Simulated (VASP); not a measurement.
# Si2Ge (Imma) in VASP: single point with PBE

Aim: the single point of Si2Ge with PBE.

Program: VASP 6.6.1. These are calculated values, not measurements. Logs are shortened: lines on timing, memory, paths and dates and some standing lists are left out, and cuts for length are marked.

## (1) The cell of the first run

It takes space group Imma (No. 74, orthorhombic). The conventional cell has a = 3.931 Å, b = 11.792 Å, c = 5.550 Å, α = 90.00°, β = 90.00°, γ = 90.00°. Si (site symmetry m) has 3 Si at 2.37 to 2.38 Å and 1 Ge at 2.42 Å within 3.1 Å. Within 3.2 Å of Ge (site symmetry mm2) lie 2 Si at 2.42 Å and 2 Ge at 2.46 Å.

## (2) Single point, PBE

Contents of INCAR:

```
SYSTEM = Si2Ge
PREC = Accurate
ENCUT = 520
EDIFF = 1E-6
ISMEAR = 0
SIGMA = 0.2
LREAL = .FALSE.
LASPH = .TRUE.
NELM = 80
ALGO = Normal
ISIF = 2
LWAVE = .FALSE.
LCHARG = .FALSE.
GGA = PE
NBANDS = 31
```

Contents of KPOINTS:

```
Automatic mesh
0
G
  5 5 5
  0 0 0
```

Contents of POSCAR:

```
Si2Ge
1.0
   -1.9656439000      5.8961389901      2.7748610431
    1.9656439000     -5.8961389901      2.7748610431
    1.9656439000      5.8961389901     -2.7748610431
Si Ge
4 2
Direct
    0.2089589204      0.1289320287      0.0800268918
    0.7910410796      0.8710679713      0.9199731082
    0.5489051369      0.1289320287      0.4199731082
    0.4510948631      0.8710679713      0.5800268918
    0.1333307197      0.8833307197      0.2500000000
    0.8666692803      0.1166692803      0.7500000000
```

Potentials or basis: VASP PAW PBE potentials, release 64 (Si, Ge_d).

The run is started by

```
> cat potpaw_PBE.64/Si/POTCAR potpaw_PBE.64/Ge_d/POTCAR > POTCAR
> mpirun -np 1 vasp_std > vasp.out
```

OUTCAR:

```text
SYSTEM = Si2Ge
   PREC = Accurate
   ENCUT = 520
   EDIFF = 1E-6
   ISMEAR = 0
   LREAL = .FALSE.
   LASPH = .TRUE.
   NELM = 80
   ISIF = 2
   GGA = PE

 ion  position               nearest neighbor table
   1  0.209  0.129  0.080-   2 2.37   4 2.38   4 2.38   5 2.42
   2  0.791  0.871  0.920-   1 2.37   3 2.38   3 2.38   6 2.42
   3  0.549  0.129  0.420-   4 2.37   2 2.38   2 2.38   5 2.42
   4  0.451  0.871  0.580-   3 2.37   1 2.38   1 2.38   6 2.42
   5  0.133  0.883  0.250-   3 2.42   1 2.42   6 2.46   6 2.46
   6  0.867  0.117  0.750-   4 2.42   2 2.42   5 2.46   5 2.46

  LATTYP: Found a body centered orthorhombic cell.
 ALAT       =     3.9312878000
 B/A-ratio  =     1.4116804387
 C/A-ratio  =     2.9995967174

  Lattice vectors:

 A1 = (   1.9656439000,  -5.8961389901,  -2.7748610431)
 A2 = (  -1.9656439000,  -5.8961389901,   2.7748610431)
 A3 = (  -1.9656439000,   5.8961389901,  -2.7748610431)

Analysis of symmetry for initial positions (statically):
=====================================================================
 Subroutine PRICEL returns:
 Original cell was already a primitive cell.

 Routine SETGRP: Setting up the symmetry group for a
 body centered orthorhombic supercell.

 Subroutine GETGRP returns: Found  8 space group operations
 (whereof  4 operations were pure point group operations)
 out of a pool of  8 trial point group operations.

The static configuration has the point symmetry C_2h.
 The point group associated with its full space group is D_2h.

Analysis of symmetry for dynamics (positions and initial velocities):
=====================================================================
 Subroutine PRICEL returns:
 Original cell was already a primitive cell.

 Routine SETGRP: Setting up the symmetry group for a
 body centered orthorhombic supercell.

 Subroutine GETGRP returns: Found  8 space group operations
 (whereof  4 operations were pure point group operations)
 out of a pool of  8 trial point group operations.

The dynamic configuration has the point symmetry C_2h.
 The point group associated with its full space group is D_2h.

 Subroutine INISYM returns: Found  8 space group operations
 (whereof  4 operations are pure point group operations),
 and found     1 'primitive' translations

----------------------------------------------------------------------------------------

                                     Primitive cell

  volume of cell :     128.6393

  direct lattice vectors                    reciprocal lattice vectors
    -1.965643900  5.896138990  2.774861043     0.000000000  0.084801257  0.180189203
     1.965643900 -5.896138990  2.774861043     0.254369573  0.000000000  0.180189203
     1.965643900  5.896138990 -2.774861043     0.254369573  0.084801257  0.000000000

  length of vectors
     6.806472268  6.806472268  6.806472268     0.199146685  0.311724283  0.268132678

  position of ions in fractional coordinates (direct lattice)
     0.208958920  0.128932029  0.080026892
     0.791041080  0.871067971  0.919973108
     0.548905137  0.128932029  0.419973108
     0.451094863  0.871067971  0.580026892
     0.133330720  0.883330720  0.250000000
     0.866669280  0.116669280  0.750000000

  ion indices of the primitive-cell ions
   primitive index   ion index
                 1           1
                 2           2
                 3           3
                 4           4
                 5           5
                 6           6

----------------------------------------------------------------------------------------

 KPOINTS: Automatic mesh

Automatic generation of k-mesh.
 Grid dimensions read from file:
 generate k-points for:    5    5    5

 Generating k-lattice:

  Cartesian coordinates                     Fractional coordinates (reciprocal lattice)
     0.000000000  0.016960251  0.036037841     0.200000000  0.000000000  0.000000000
     0.050873915  0.000000000  0.036037841     0.000000000  0.200000000  0.000000000
     0.050873915  0.016960251  0.000000000     0.000000000  0.000000000  0.200000000

  Length of vectors
     0.039829337  0.062344857  0.053626536

  Shift w.r.t. Gamma in fractional coordinates (k-lattice)
     0.000000000  0.000000000  0.000000000

 Subroutine IBZKPT returns following result:
 ===========================================

 Found     27 irreducible k-points:

 Following reciprocal coordinates:
            Coordinates               Weight
  0.000000  0.000000  0.000000      1.000000
  0.200000  0.000000 -0.000000      4.000000
  0.400000 -0.000000  0.000000      4.000000
  0.000000  0.200000 -0.000000      4.000000
  0.200000  0.200000 -0.000000      8.000000
  0.400000  0.200000  0.000000      8.000000
[... 16 lines left out ...]
 -0.400000 -0.200000  0.200000      4.000000
 -0.200000 -0.200000  0.200000      2.000000
 [... further k-points ...]
   k-points           NKPTS =     27   k-points in BZ     NKDIM =     27   number of bands    NBANDS=     31
   number of dos      NEDOS =    301   number of ions     NIONS =      6
   total plane-waves  NPLWV = 157464
   dimension x,y,z NGX =    54 NGY =   54 NGZ =   54
   dimension x,y,z NGXF=   108 NGYF=  108 NGZF=  108
   ions per type =               4   2
   NGX,Y,Z   is equivalent  to a cutoff of  13.19, 13.19, 13.19 a.u.
   NGXF,Y,Z  is equivalent  to a cutoff of  26.38, 26.38, 26.38 a.u.
 SYSTEM =  Si2Ge
   PREC   = accura    normal or accurate (medium, high low for compatibility)
   ISTART =      0    job   : 0-new  1-cont  2-samecut
   ICHARG =      2    charge: 1-file 2-atom 10-const
   ISPIN  =      1    spin polarized calculation?
   LNONCOLLINEAR =      F non collinear calculations
   LSORBIT =      F    spin-orbit coupling
   LASPH  =      T    aspherical Exc in radial PAW
   ENCUT  =  520.0 eV  38.22 Ry    6.18 a.u.  12.66 12.66 12.66*2*pi/ulx,y,z
   NELM   =     80;   NELMIN=  2; NELMDL= -5     # of ELM steps
   EDIFF  = 0.1E-05   stopping-criterion for ELM
   LREAL  =      F    real-space projection
[... 7 lines left out ...]
   TEBEG  =    0.0;   TEEND  =   0.0 temperature during run
   PSTRESS=    0.0 pullay stress
   NELECT =      44.0000    total number of electrons
   NUPDOWN=      -1.0000    fix difference up-down
   EMIN   =  10.00;   EMAX   =-10.00  energy-range for DOS
   EFERMI =   0.00;   METHOD = LEGACY
   ISMEAR =     0;   SIGMA  =   0.20  broadening in eV -4-tet -1-fermi 0-gaus
   EFERMI_NEDOS =   21; number of points for ismear=-14 and -15
   IALGO  =     38    algorithm
   IMIX   =      4    mixing-type and parameters
     AMIX     =   0.40;   BMIX     =  1.00
     AMIX_MAG =   1.60;   BMIX_MAG =  1.00
  volume/ion in A,a.u.               =      21.44       144.68
  Fermi-wavevector in a.u.,A,eV,Ry     =   1.144901  2.163548 17.834482  1.310797
  Thomas-Fermi vector in A             =   2.281591
   LORBIT       =      0    0 simple, 1 ext, 2 COOP (PROOUT), +10 PAW based schemes
   GGA     = PE    functional components
   LHFCALC =     F    Hartree Fock is set to
   AEXX    =    0.0000 exact exchange contribution
   IVDW    =     0    specifies the selected vdW correction
   LEPSILON=     F    determine dielectric tensor
   LRPA    =     F    only Hartree local field effects (RPA)
 non-spin polarized calculation
 Gauss-broadening in eV      SIGMA  =   0.20
  energy-cutoff  :      520.00
  volume of cell :      128.64
 maximum number of plane-waves:      3483
 NGX is ok and might be reduce to    54
   NGX = 25   NGY = 25   NGZ = 25

 number of electron      44.0000000 magnetization

 Free energy of the ion-electron system (eV)
  ---------------------------------------------------
  ext. energy  EPLUGINS =         0.00000000
  ---------------------------------------------------
  free energy    TOTEN  =       -30.61977346 eV

  energy without entropy =      -30.61828220  energy(sigma->0) =      -30.61902783

 E-fermi :   5.5372     XC(G=0):  -9.4908

 val. band max:        5.3131484818   @ k =   0.0000   0.0000   0.0000
 cond. band min:       5.8136635038   @ k =  -0.4000   0.4000   0.2000
 fundamental gap:      0.5005150220
 Fermi energy:         5.5372486594

 k-point     1 :       0.0000    0.0000    0.0000
  band No.  band energies     occupation
      1     -19.1643      2.00000
      2     -19.0785      2.00000
      3     -19.0716      2.00000
      4     -19.0409      2.00000
      5     -19.0325      2.00000
      6     -18.9845      2.00000
[... 23 lines left out ...]
     30      11.2412      0.00000
     31      11.6405      0.00000

 k-point     2 :       0.2000    0.0000   -0.0000
  band No.  band energies     occupation
      1     -19.1642      2.00000
      2     -19.0785      2.00000
      3     -19.0717      2.00000
      4     -19.0409      2.00000
      5     -19.0323      2.00000
      6     -18.9848      2.00000
[... 23 lines left out ...]
     30      10.0121      0.00000
     31      10.1086      0.00000

 k-point     3 :       0.4000   -0.0000    0.0000
  band No.  band energies     occupation
      1     -19.1639      2.00000
      2     -19.0783      2.00000
      3     -19.0718      2.00000
      4     -19.0408      2.00000
      5     -19.0320      2.00000
      6     -18.9852      2.00000
[... 23 lines left out ...]
     30       9.8080      0.00000
     31       9.8536      0.00000

 k-point     4 :       0.0000    0.2000   -0.0000
  band No.  band energies     occupation
      1     -19.1617      2.00000
      2     -19.0842      2.00000
      3     -19.0469      2.00000
      4     -19.0450      2.00000
      5     -19.0362      2.00000
      6     -18.9760      2.00000
[... 635 lines left out ...]
     30       9.2158      0.00000
     31      10.5761      0.00000

 k-point    23 :      -0.4000   -0.2000    0.2000
  band No.  band energies     occupation
      1     -19.1639      2.00000
      2     -19.0783      2.00000
      3     -19.0719      2.00000
      4     -19.0408      2.00000
      5     -19.0320      2.00000
      6     -18.9851      2.00000
[... 23 lines left out ...]
     30       9.2106      0.00000
     31      11.4407      0.00000

 k-point    24 :      -0.2000   -0.2000    0.2000
  band No.  band energies     occupation
      1     -19.1639      2.00000
      2     -19.0784      2.00000
      3     -19.0718      2.00000
      4     -19.0408      2.00000
      5     -19.0320      2.00000
      6     -18.9852      2.00000
[... 23 lines left out ...]
     30       9.6521      0.00000
     31      10.1001      0.00000

 [... further k-points ...]

------------------------ aborting loop because EDIFF is reached ----------------------------------------

  FORCE on cell =-STRESS in cart. coord.  units (eV):
  Direction    XX          YY          ZZ          XY          YZ          ZX
  --------------------------------------------------------------------------------------
  -------------------------------------------------------------------------------------
  Total        0.0889333     -0.1334071     -0.1042259      0.0000000      0.0000000      0.0000000
  in kB        1.1076466     -1.6615592     -1.2981125      0.0000000      0.0000000      0.0000000
  external PRESSURE =      -0.6173417 kB  Pullay stress =       0.0000000 kB

 VOLUME and BASIS-vectors are now :
 -----------------------------------------------------------------------------
  energy-cutoff  :      520.00
  volume of cell :      128.64
      direct lattice vectors                 reciprocal lattice vectors
    -1.965643900  5.896138990  2.774861043     0.000000000  0.084801257  0.180189203
     1.965643900 -5.896138990  2.774861043     0.254369573  0.000000000  0.180189203
     1.965643900  5.896138990 -2.774861043     0.254369573  0.084801257  0.000000000

 POSITION                                       TOTAL-FORCE (eV/Angst)
 -----------------------------------------------------------------------------------
      0.00000      0.94370      0.71554         0.000000     -0.007092      0.006734
      1.96564      4.95244      2.05932        -0.000000      0.007092     -0.006734
      0.00000      4.95244      0.71554         0.000000      0.007092      0.006734
      1.96564      0.94370      2.05932        -0.000000     -0.007092     -0.006734
      1.96564     -2.94807      2.12738        -0.000000     -0.000000     -0.012425
      0.00000      8.84421      0.64748         0.000000     -0.000000      0.012425
 -----------------------------------------------------------------------------------
    total drift:                               -0.000000     -0.000000      0.000000

  FREE ENERGIE OF THE ION-ELECTRON SYSTEM (eV)
  ---------------------------------------------------
  free  energy   TOTEN  =       -30.6197734587 eV

  energy  without entropy=      -30.6182821980  energy(sigma->0) =      -30.61902783
```

Run time: 3 min. Hardware: 1 thread of Intel Xeon 6975P-C, shared host; peak memory 0.43 GiB.

Results:

```
Free energy            : -30.6198 eV
Pressure               : -0.1 GPa
Largest force          : 0.012 eV/Å
Band gap on the k mesh : 0.50 eV, indirect (least direct gap 0.99 eV)
```

Forces on the atoms (eV/Å):
```
Si   0.000 -0.007  0.007
Si   0.000  0.007 -0.007
Si   0.000  0.007  0.007
Si   0.000 -0.007 -0.007
Ge   0.000  0.000 -0.012
Ge   0.000  0.000  0.012
```

Stress tensor (GPa, compression positive):
```
 0.11  0.00  0.00
 0.00 -0.17  0.00
 0.00  0.00 -0.13
```

Levels at points of the mesh, in eV from the valence-band top:
```
           k point  band 19  band 20  band 21  band 22  band 23  band 24  band 25  band 26
(0.00, 0.00, 0.00)    -2.02    -0.06    -0.05     0.00     1.18     1.56     1.99     2.46
```

A k mesh can miss the band edges. PBE gaps usually lie below the measured ones, often by a third to a half.
